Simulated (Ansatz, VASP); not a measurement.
## W in VASP and in Ansatz

Contents of INCAR:

```
SYSTEM = W
PREC     = Accurate       ! precision mode
ENCUT    = 600            ! plane-wave cutoff, eV
EDIFF    = 1E-6           ! SCF threshold, eV
ISMEAR   = -1             ! smearing method
SIGMA    = 0.1            ! smearing width, eV
LREAL    = .False.        ! projectors in reciprocal space
LASPH    = .True.         ! aspherical terms in the spheres
NELM     = 80             ! most SCF steps
ALGO     = Normal         ! electronic algorithm
ISIF     = 3              ! what is computed and relaxed
LWAVE    = .False.        ! write WAVECAR
LCHARG   = .False.        ! write CHGCAR
GGA      = B5             ! functional
ALDAX    = 1.0          
AGGAX    = 1.0          
AGGAC    = 1.0          
ALDAC    = 0.0          
IBRION   = 2              ! ionic algorithm
NSW      = 80             ! ionic steps
EDIFFG   = -0.01          ! ionic threshold
```

KPOINTS

```
Automatic mesh
0
Gamma
  13 13 7
  0 0 0
```

File POSCAR:

```
W
1.0
    2.8194054199      0.0000000000      0.0000000000
   -1.4097027100      2.4416767172      0.0000000000
    0.0000000000      0.0000000000      4.6040890507
W
2
Direct
    0.3333333333      0.6666666667      0.2500000000
    0.6666666667      0.3333333333      0.7500000000
```

Input for Ansatz:

```yaml
crystal:
  lattice:
    - [2.8194054199, 0.0, 0.0]
    - [-1.40970271, 2.4416767172, 0.0]
    - [0.0, 0.0, 4.6040890507]
  atoms:
    - { symbol: W, position: [0.3333333333, 0.6666666667, 0.25] }
    - { symbol: W, position: [0.6666666667, 0.3333333333, 0.75] }
hamiltonian:
  xc: blyp
  pseudopotentials:
    kind: paw
    azcp:
      W: "pseudopotentials/W.paw.azcp"
basis:
  ecutwfc: 420
  fft_grid_basis: typed
kpoints:
  mp_grid: { grid: [13, 13, 7], shift: [0, 0, 0] }
magnetization:
  spin_polarized: false
scf:
  occupations: { method: fermi_dirac, width: 0.1 }
relax:
  max_steps: 60
  f_tol: 0.01
  cell: {}
```

Alike in both runs: task relaxation of cell and atoms; functional BLYP; k mesh 13 × 13 × 7; occupations fermi-dirac, width 0.1 eV; no spin polarisation.

```csv
,VASP,Ansatz
version,VASP 6.6.1,Ansatz 0.2.0
potentials or method,"VASP PAW PBE potentials, release 64 (W_sv), cutoff 600 eV","plane waves (420 eV) with PAW, scalar-relativistic"
valence electrons in the cell,28,28
```

VASP gave:

* relaxed volume (Å³/atom): 17.22
* relaxed cell length with the largest relative difference (Å): 2.810

What did Ansatz give for the same quantities?

Relaxed volume (Å³/atom): 17.12; relaxed cell length with the largest relative difference (Å): 2.804.

VASP's potentials were made for PBE, not for BLYP.

Neither program's run includes spin-orbit coupling.
